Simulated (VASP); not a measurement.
# CdSb3O (P4/mmm) in VASP: notebook

CdSb3O is run at these levels: PBE; tasks: relaxation of cell and atoms.

All numbers are computed with VASP 6.6.1; they aren't measurements. Logs are shortened: lines on timing, memory, paths and dates and some standing lists are left out, and cuts for length are marked.

## Step 1: The cell of the first run

It takes space group P4/mmm (No. 123, tetragonal). Conventional cell: a = 3.356 Å, b = 3.356 Å, c = 11.174 Å, α = 90.00°, β = 90.00°, γ = 90.00°. Cd (site symmetry 4/mmm) has 2 Sb at 2.84 Å and 4 Cd at 3.36 Å within 3.7 Å. Sb (site symmetry 4/mmm) has 4 O at 2.37 Å within 3.1 Å. Sb (site symmetry 4mm) has 1 O at 2.75 Å and 1 Cd at 2.84 Å and 4 Sb at 3.36 Å within 3.6 Å. O (site symmetry 4/mmm) has 6 Sb at 2.37 to 2.75 Å within 3.1 Å.

## Step 2: Relaxation of cell and atoms, PBE

INCAR

```
SYSTEM = CdSb3O
ALGO = Normal ; EDIFF = 1E-6
EDIFFG = -0.04 ; ENCUT = 600
GGA = PE ; IBRION = 2
ISIF = 3 ; ISMEAR = 0
LASPH = .TRUE. ; LCHARG = .FALSE.
LREAL = .FALSE. ; LWAVE = .FALSE.
NELM = 60 ; NSW = 90
PREC = Accurate ; SIGMA = 0.1
```

KPOINTS

```
k-points
0
G
  6 6 2
  0 0 0
```

POSCAR

```
CdSb3O
1.0
    3.3563915699      0.0000000000      0.0000000000
    0.0000000000      3.3563915699      0.0000000000
    0.0000000000      0.0000000000     11.1738328257
Cd Sb O
1 3 1
Direct
    0.5000000000      0.5000000000      0.0000000000
    0.0000000000      0.0000000000      0.5000000000
    0.5000000000      0.5000000000      0.2538048338
    0.5000000000      0.5000000000      0.7461951662
    0.5000000000      0.5000000000      0.5000000000
```

Potentials or basis: VASP PAW PBE potentials, release 64 (Cd, Sb, O).

Run with:

```
> cat potpaw_PBE.64/Cd/POTCAR potpaw_PBE.64/Sb/POTCAR potpaw_PBE.64/O/POTCAR > POTCAR
> mpirun -np 1 vasp_std > vasp.out
```

OUTCAR:

```text
SYSTEM = CdSb3O
   EDIFF = 1E-6
   EDIFFG = -0.04
   ENCUT = 600
   GGA = PE
   IBRION = 2
   ISIF = 3
   ISMEAR = 0
   LASPH = .TRUE.
   LREAL = .FALSE.
   NELM = 60
   NSW = 90
   PREC = Accurate

 ion  position               nearest neighbor table
   1  0.500  0.500  0.000-   3 2.84   4 2.84
   2  0.000  0.000  0.500-   5 2.37   5 2.37   5 2.37   5 2.37   4 3.63   4 3.63   3 3.63   4 3.63
                             3 3.63   3 3.63   4 3.63   3 3.63
   3  0.500  0.500  0.254-   5 2.75   1 2.84   2 3.63   2 3.63   2 3.63   2 3.63
   4  0.500  0.500  0.746-   5 2.75   1 2.84   2 3.63   2 3.63   2 3.63   2 3.63
   5  0.500  0.500  0.500-   2 2.37   2 2.37   2 2.37   2 2.37   4 2.75   3 2.75

  LATTYP: Found a simple tetragonal cell.
 ALAT       =     3.3563915699
 C/A-ratio  =     3.3291207516

  Lattice vectors:

 A1 = (   3.3563915699,   0.0000000000,   0.0000000000)
 A2 = (   0.0000000000,   3.3563915699,   0.0000000000)
 A3 = (   0.0000000000,   0.0000000000,  11.1738328257)

Analysis of symmetry for initial positions (statically):
=====================================================================
 Subroutine PRICEL returns:
 Original cell was already a primitive cell.

 Routine SETGRP: Setting up the symmetry group for a
 simple tetragonal supercell.

 Subroutine GETGRP returns: Found 16 space group operations
 (whereof 16 operations were pure point group operations)
 out of a pool of 16 trial point group operations.

The static configuration has the point symmetry D_4h.

Analysis of symmetry for dynamics (positions and initial velocities):
=====================================================================
 Subroutine PRICEL returns:
 Original cell was already a primitive cell.

 Routine SETGRP: Setting up the symmetry group for a
 simple tetragonal supercell.

 Subroutine GETGRP returns: Found 16 space group operations
 (whereof 16 operations were pure point group operations)
 out of a pool of 16 trial point group operations.

The dynamic configuration has the point symmetry D_4h.

 Subroutine INISYM returns: Found 16 space group operations
 (whereof 16 operations are pure point group operations),
 and found     1 'primitive' translations

----------------------------------------------------------------------------------------

                                     Primitive cell

  volume of cell :     125.8773

  direct lattice vectors                    reciprocal lattice vectors
     3.356391570  0.000000000  0.000000000     0.297939016  0.000000000  0.000000000
     0.000000000  3.356391570  0.000000000     0.000000000  0.297939016  0.000000000
     0.000000000  0.000000000 11.173832826     0.000000000  0.000000000  0.089494806

  length of vectors
     3.356391570  3.356391570 11.173832826     0.297939016  0.297939016  0.089494806

  position of ions in fractional coordinates (direct lattice)
     0.500000000  0.500000000  0.000000000
     0.000000000  0.000000000  0.500000000
     0.500000000  0.500000000  0.253804834
     0.500000000  0.500000000  0.746195166
     0.500000000  0.500000000  0.500000000

  ion indices of the primitive-cell ions
   primitive index   ion index
                 1           1
                 2           2
                 3           3
                 4           4
                 5           5

----------------------------------------------------------------------------------------

 KPOINTS: k-points

Automatic generation of k-mesh.
 Grid dimensions read from file:
 generate k-points for:    6    6    2

 Generating k-lattice:

  Cartesian coordinates                     Fractional coordinates (reciprocal lattice)
     0.049656503  0.000000000  0.000000000     0.166666667  0.000000000  0.000000000
     0.000000000  0.049656503  0.000000000     0.000000000  0.166666667  0.000000000
     0.000000000  0.000000000  0.044747403     0.000000000  0.000000000  0.500000000

  Length of vectors
     0.049656503  0.049656503  0.044747403

  Shift w.r.t. Gamma in fractional coordinates (k-lattice)
     0.000000000  0.000000000  0.000000000

 Subroutine IBZKPT returns following result:
 ===========================================

 Found     20 irreducible k-points:

 Following reciprocal coordinates:
            Coordinates               Weight
  0.000000  0.000000  0.000000      1.000000
  0.166667  0.000000  0.000000      4.000000
  0.333333  0.000000  0.000000      4.000000
  0.500000  0.000000  0.000000      2.000000
  0.166667  0.166667  0.000000      4.000000
  0.333333  0.166667  0.000000      8.000000
[... 12 lines left out ...]
  0.500000  0.333333  0.500000      4.000000
  0.500000  0.500000  0.500000      1.000000
   k-points           NKPTS =     20   k-points in BZ     NKDIM =     20   number of bands    NBANDS=     20
   number of dos      NEDOS =    301   number of ions     NIONS =      5
   total plane-waves  NPLWV =  70560
   dimension x,y,z NGX =    28 NGY =   28 NGZ =   90
   dimension x,y,z NGXF=    56 NGYF=   56 NGZF=  180
   ions per type =               1   3   1
   NGX,Y,Z   is equivalent  to a cutoff of  13.87, 13.87, 13.39 a.u.
   NGXF,Y,Z  is equivalent  to a cutoff of  27.74, 27.74, 26.78 a.u.
 SYSTEM =  CdSb3O
   PREC   = accura    normal or accurate (medium, high low for compatibility)
   ISTART =      0    job   : 0-new  1-cont  2-samecut
   ICHARG =      2    charge: 1-file 2-atom 10-const
   ISPIN  =      1    spin polarized calculation?
   LNONCOLLINEAR =      F non collinear calculations
   LSORBIT =      F    spin-orbit coupling
   LASPH  =      T    aspherical Exc in radial PAW
   ENCUT  =  600.0 eV  44.10 Ry    6.64 a.u.   6.70  6.70 22.32*2*pi/ulx,y,z
   NELM   =     60;   NELMIN=  2; NELMDL= -5     # of ELM steps
   EDIFF  = 0.1E-05   stopping-criterion for ELM
   LREAL  =      F    real-space projection
   EDIFFG = -.4E-01   stopping-criterion for IOM
   NSW    =     90    number of steps for IOM
   IBRION =      2    ionic relax: 0-MD 1-quasi-New 2-CG
   NFREE  =      1    steps in history (QN), initial steepest desc. (CG)
   ISIF   =      3    stress and relaxation
   ISYM   =      2    0-nonsym 1-usesym 2-fastsym
   POTIM  = 0.5000    time-step for ionic-motion
   TEBEG  =    0.0;   TEEND  =   0.0 temperature during run
   PSTRESS=    0.0 pullay stress
   NELECT =      33.0000    total number of electrons
   NUPDOWN=      -1.0000    fix difference up-down
   EMIN   =  10.00;   EMAX   =-10.00  energy-range for DOS
   EFERMI =   0.00;   METHOD = LEGACY
   ISMEAR =     0;   SIGMA  =   0.10  broadening in eV -4-tet -1-fermi 0-gaus
   EFERMI_NEDOS =   21; number of points for ismear=-14 and -15
   IALGO  =     38    algorithm
   IMIX   =      4    mixing-type and parameters
     AMIX     =   0.40;   BMIX     =  1.00
     AMIX_MAG =   1.60;   BMIX_MAG =  1.00
  volume/ion in A,a.u.               =      25.18       169.89
  Fermi-wavevector in a.u.,A,eV,Ry     =   1.047764  1.979988 14.936617  1.097810
  Thomas-Fermi vector in A             =   2.182658
   LORBIT       =      0    0 simple, 1 ext, 2 COOP (PROOUT), +10 PAW based schemes
   GGA     = PE    functional components
   LHFCALC =     F    Hartree Fock is set to
   AEXX    =    0.0000 exact exchange contribution
   IVDW    =     0    specifies the selected vdW correction
   LEPSILON=     F    determine dielectric tensor
   LRPA    =     F    only Hartree local field effects (RPA)
 conjugate gradient relaxation of ions
 non-spin polarized calculation
 Gauss-broadening in eV      SIGMA  =   0.10
  energy-cutoff  :      600.00
  volume of cell :      125.88
 maximum number of plane-waves:      4236
 NGX is ok and might be reduce to    28
   NGX = 13   NGY = 13   NGZ = 45

--------------------------------------- Ionic step        1  -------------------------------------------

 number of electron      32.9999995 magnetization

 Free energy of the ion-electron system (eV)
  ---------------------------------------------------
  ext. energy  EPLUGINS =         0.00000000
  ---------------------------------------------------
  free energy    TOTEN  =       -18.08442201 eV

  energy without entropy =      -18.06661036  energy(sigma->0) =      -18.07551618

------------------------ aborting loop because EDIFF is reached ----------------------------------------

  FORCE on cell =-STRESS in cart. coord.  units (eV):
  Direction    XX          YY          ZZ          XY          YZ          ZX
  --------------------------------------------------------------------------------------
  -------------------------------------------------------------------------------------
  Total       -1.6374732     -1.6374732      2.6824344      0.0000000      0.0000000      0.0000000
  in kB      -20.8419028    -20.8419028     34.1422612      0.0000000      0.0000000      0.0000000
  external PRESSURE =      -2.5138481 kB  Pullay stress =       0.0000000 kB
[... 98 lines left out ...]
  FREE ENERGIE OF THE ION-ELECTRON SYSTEM (eV)
  ---------------------------------------------------
  free  energy   TOTEN  =       -18.1853176717 eV

  energy  without entropy=      -18.1677620840  energy(sigma->0) =      -18.17653988

 E-fermi :   5.4182     XC(G=0):  -9.5884

 val. band max:        5.3376287647   @ k =   0.5000   0.5000   0.5000
 cond. band min:       5.4627345295   @ k =   0.1667   0.0000   0.0000
 fundamental gap:      0.1251057648
 Fermi energy:         5.4181636397

 k-point     1 :       0.0000    0.0000    0.0000
  band No.  band energies     occupation
      1     -14.0740      2.00000
      2      -5.5706      2.00000
      3      -5.4107      2.00000
      4      -3.7172      2.00000
      5      -3.4961      2.00000
      6      -3.1375      2.00000
[... 12 lines left out ...]
     19       8.5377      0.00000
[... 421 lines left out ...]
      4      -3.3852      2.00000
      5      -3.3852      2.00000
      6      -2.8389      2.00000
[... 12 lines left out ...]
     19       5.6943      0.00009
     20       7.3738      0.00000

[... ionic steps 4 to 10 ...]

--------------------------------------- Ionic step       11  -------------------------------------------

 number of electron      33.0000012 magnetization

------------------------ aborting loop because EDIFF is reached ----------------------------------------

  FORCE on cell =-STRESS in cart. coord.  units (eV):
  Direction    XX          YY          ZZ          XY          YZ          ZX
  --------------------------------------------------------------------------------------
  -------------------------------------------------------------------------------------
  Total       -0.5704509     -0.5704509      0.5415027      0.0000000      0.0000000     -0.0000000
  in kB       -6.8766204     -6.8766204      6.5276577      0.0000000      0.0000000     -0.0000000
  external PRESSURE =      -2.4085277 kB  Pullay stress =       0.0000000 kB
[... 63 lines left out ...]
  energy  without entropy=      -18.3480169655  energy(sigma->0) =      -18.35381167

--------------------------------------- Ionic step       13  -------------------------------------------

 number of electron      33.0000012 magnetization

 Free energy of the ion-electron system (eV)
  ---------------------------------------------------
  ext. energy  EPLUGINS =         0.00000000
  ---------------------------------------------------
  free energy    TOTEN  =       -18.36362460 eV

  energy without entropy =      -18.35189539  energy(sigma->0) =      -18.35776000

 E-fermi :   5.1761     XC(G=0):  -9.4575

 val. band max:        5.1384086280   @ k =   0.5000   0.0000   0.5000
 cond. band min:       5.1872462275   @ k =   0.3333   0.0000   0.0000
 fundamental gap:      0.0488375994
 Fermi energy:         5.1761072736

 k-point     1 :       0.0000    0.0000    0.0000
  band No.  band energies     occupation
      1     -14.4481      2.00000
      2      -5.9118      2.00000
      3      -5.6483      2.00000
      4      -4.0893      2.00000
      5      -3.8234      2.00000
      6      -3.4636      2.00000
[... 12 lines left out ...]
     19       8.6337      0.00000
[... 468 lines left out ...]
  FREE ENERGIE OF THE ION-ELECTRON SYSTEM (eV)
  ---------------------------------------------------
  free  energy   TOTEN  =       -18.3636245976 eV

  energy  without entropy=      -18.3518953939  energy(sigma->0) =      -18.35776000

 reached required accuracy - stopping structural energy minimisation
```

Run time: 10 min. Hardware: 1 thread of AMD EPYC 7R43 (Zen 3), shared host; peak memory 0.26 GiB.

Results:

```
Free energy                            : -18.3636 eV
Relaxed volume                         : 26.46 Å³/atom
Relaxed cell                           : a = 3.249 Å, b = 3.249 Å, c = 12.532 Å, α = 90.00°, β = 90.00°, γ = 90.00°
Space group after relaxing (to 0.05 Å) : P4/mmm (No. 123)
Energy gained by relaxing              : 55.8 meV/atom
Ionic steps                            : 13
Pressure after relaxing                : -0.1 GPa
Largest force after relaxing           : 0.027 eV/Å
```

Forces on the atoms (eV/Å):
```
Cd   0.000  0.000  0.000
Sb   0.000  0.000  0.000
Sb   0.000  0.000  0.027
Sb   0.000  0.000 -0.027
O    0.000  0.000  0.000
```

Stress tensor (GPa, compression positive):
```
-0.17  0.00  0.00
 0.00 -0.17  0.00
 0.00  0.00  0.04
```

The path:
| step | energy change (eV) | largest force (eV/Å) | pressure (GPa) | volume (Å³) |
| --- | --- | --- | --- | --- |
| 1 | 0.0000 | 0.2956 | -0.25 | 125.88 |
| 2 | -0.0882 | 0.4452 | 0.08 | 125.09 |
| 3 | -0.1009 | 0.5271 | 0.44 | 124.63 |
| 4 | -0.1331 | 0.4796 | -0.06 | 125.86 |
| 5 | -0.2033 | 0.3503 | -1.22 | 129.57 |
| 6 | -0.2170 | 0.0109 | -2.29 | 137.13 |
| 7 | -0.2298 | 0.1112 | -2.07 | 134.30 |
| 8 | -0.2424 | 0.0752 | -1.79 | 134.07 |
| 9 | -0.2677 | 0.0433 | -0.90 | 133.38 |
| 10 | -0.2529 | 0.3177 | 1.19 | 131.93 |
| 11 | -0.2727 | 0.1323 | -0.24 | 132.91 |
| 12 | -0.2752 | 0.1033 | -0.22 | 132.76 |
| 13 | -0.2792 | 0.0275 | -0.10 | 132.30 |

Final structure:
```
Cd Sb O
1.0
     3.24911    0.00000    0.00000
     0.00000    3.24911    0.00000
     0.00000    0.00000   12.53210
Cd Sb O
1 3 1
Direct
  0.50000 0.50000 0.00000
  0.00000 0.00000 0.50000
  0.50000 0.50000 0.22499
  0.50000 0.50000 0.77501
  0.50000 0.50000 0.50000
```

Caveat: spin-orbit coupling is left out, which moves the levels of the heavy elements; an odd number of electrons without spin polarisation forces a metal; a magnetic or distorted state may lie lower.

## Step 3: Relaxation of cell and atoms, PBE

This run uses another cell than the first one, of 26.39 Å³/atom, 1.048 times its volume.

INCAR

```
SYSTEM = CdSb3O
PREC = Accurate ; ENCUT = 600
EDIFF = 1E-6 ; ISMEAR = 0
SIGMA = 0.1 ; LREAL = .False.
LASPH = .True. ; NELM = 100
ALGO = Normal ; ISIF = 3
LWAVE = .False. ; LCHARG = .False.
GGA = PE ; IBRION = 2
NSW = 100 ; EDIFFG = -0.01
```

KPOINTS

```
regular mesh
0
Gamma
  12 12 4
  0 0 0
```

POSCAR

```
CdSb3O
1.0
    3.2544165073      0.0000000000      0.0000000000
    0.0000000000      3.2544165073      0.0000000000
    0.0000000000      0.0000000000     12.4600673994
Cd Sb O
1 3 1
Direct
    0.5000000000      0.5000000000      0.0000000000
    0.0000000000      0.0000000000      0.5000000000
    0.5000000000      0.5000000000      0.2261511725
    0.5000000000      0.5000000000      0.7738488275
    0.5000000000      0.5000000000      0.5000000000
```

Potentials or basis: VASP PAW PBE potentials, release 64 (Cd, Sb, O).

Run with:

```
> cat potpaw_PBE.64/Cd/POTCAR potpaw_PBE.64/Sb/POTCAR potpaw_PBE.64/O/POTCAR > POTCAR
> mpirun -np 1 vasp_std > vasp.out
```

Run time: 16 min. Hardware: 1 thread of Oxide Virtual Turin-like, shared host; peak memory 0.46 GiB.

It converged, with:

```yaml
Free_energy: -18.2665 eV
Relaxed_volume: 25.78 Å³/atom
Relaxed_cell: a = 3.257 Å, b = 3.257 Å, c = 12.154 Å, α = 90.00°, β = 90.00°, γ = 90.00°
Space_group_after_relaxing_to_0.05_Å: P4/mmm (No. 123)
Energy_gained_by_relaxing: 1.9 meV/atom
Ionic_steps: 10
Pressure_after_relaxing: 0.0 GPa
```

The path:
| step | energy change (eV) | largest force (eV/Å) | pressure (GPa) | volume (Å³) |
| --- | --- | --- | --- | --- |
| 1 | 0.0000 | 0.0481 | -0.34 | 131.97 |
| 2 | -0.0019 | 0.0844 | 0.04 | 130.91 |
| 3 | -0.0020 | 0.0943 | 0.14 | 130.63 |
| 4 | -0.0035 | 0.0972 | 0.09 | 130.47 |
| 5 | -0.0054 | 0.1125 | -0.02 | 130.00 |
| 6 | -0.0066 | 0.0939 | -0.04 | 129.86 |
| 7 | -0.0088 | 0.0437 | -0.07 | 129.48 |
| 8 | -0.0086 | 0.0531 | -0.09 | 128.70 |
| 9 | -0.0095 | 0.0015 | -0.08 | 129.12 |
| 10 | -0.0095 | 0.0020 | 0.03 | 128.91 |

Final structure:
```
Cd Sb O
1.0
     3.25679    0.00000    0.00000
     0.00000    3.25679    0.00000
     0.00000    0.00000   12.15402
Cd Sb O
1 3 1
Direct
  0.50000 0.50000 0.00000
  0.00000 0.00000 0.50000
  0.50000 0.50000 0.23190
  0.50000 0.50000 0.76810
  0.50000 0.50000 0.50000
```

Levels at points of the mesh, in eV from the Fermi level:
```
           k point  band 14  band 15  band 16  band 17  band 18  band 19  band 20
(0.00, 0.00, 0.00)    -2.36     0.23     1.05     3.32     3.32     3.49     3.49
(0.50, 0.00, 0.00)    -2.92    -0.84    -0.80    -0.77    -0.53    -0.09     2.71
(0.50, 0.50, 0.00)    -2.50    -2.32    -2.32    -0.32     0.39     0.76     2.06
(0.00, 0.00, 0.50)    -2.93    -0.11     2.26     3.32     3.32     3.49     3.49
(0.50, 0.00, 0.50)    -2.42    -1.76    -1.26    -0.66     0.05     0.33     2.60
(0.50, 0.50, 0.50)    -2.55    -2.27    -2.27    -0.08     0.39     0.43     2.03
```

Caveat: spin-orbit coupling is left out, which moves the levels of the heavy elements; an odd number of electrons without spin polarisation forces a metal; a magnetic or distorted state may lie lower.
